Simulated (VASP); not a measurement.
Input of a VASP 6.6.1 run:

POSCAR

```
Mg
1.0
    0.0000000000      2.2442560000      2.2442560000
    2.2442560000      0.0000000000      2.2442560000
    2.2442560000      2.2442560000      0.0000000000
Mg
1
Direct
    0.0000000000      0.0000000000      0.0000000000
```

INCAR.step1

```
SYSTEM = Mg
PREC = Accurate
ENCUT = 520
EDIFF = 1E-5
ISMEAR = -1
SIGMA = 0.1
LREAL = .False.
LASPH = .True.
NELM = 120
ALGO = Normal
ISIF = 2
LWAVE = .True.
LCHARG = .False.
GGA = PE
NBANDS = 7
GGA_COMPAT = .False.
```

File INCAR.step2:

```
SYSTEM = Mg
PREC = Accurate
ENCUT = 520
EDIFF = 1E-6
ISMEAR = -1
SIGMA = 0.1
LREAL = .False.
LASPH = .True.
NELM = 120
ALGO = Normal
ISIF = 2
LWAVE = .False.
LCHARG = .False.
GGA = B3
LHFCALC = .True.
AEXX = 0.2
AGGAX = 0.72
AGGAC = 0.81
ALDAC = 0.19
PRECFOCK = Normal
ISTART = 1
NBANDS = 7
GGA_COMPAT = .False.
```

KPOINTS

```
Automatic mesh
0
Gamma
  7 7 7
  0 0 0
```

Potentials or basis: VASP PAW PBE potentials, release 64 (Mg).

Launch:

```console
$ cat potpaw_PBE.64/Mg/POTCAR > POTCAR
$ cp INCAR.step1 INCAR
$ mpirun -np 1 vasp_std > vasp.out
$ cp INCAR.step2 INCAR
$ mpirun -np 1 vasp_std > vasp.out
```

Problem. Predict the band gap on the k mesh.

Solution. Zero (bands 1 and 2 overlap by 1.73 eV).

Problem. Estimate the pressure.

Solution. 1.0 GPa.

Caveat: the PAW data sets were made with another functional, which shifts forces and pressure a little.
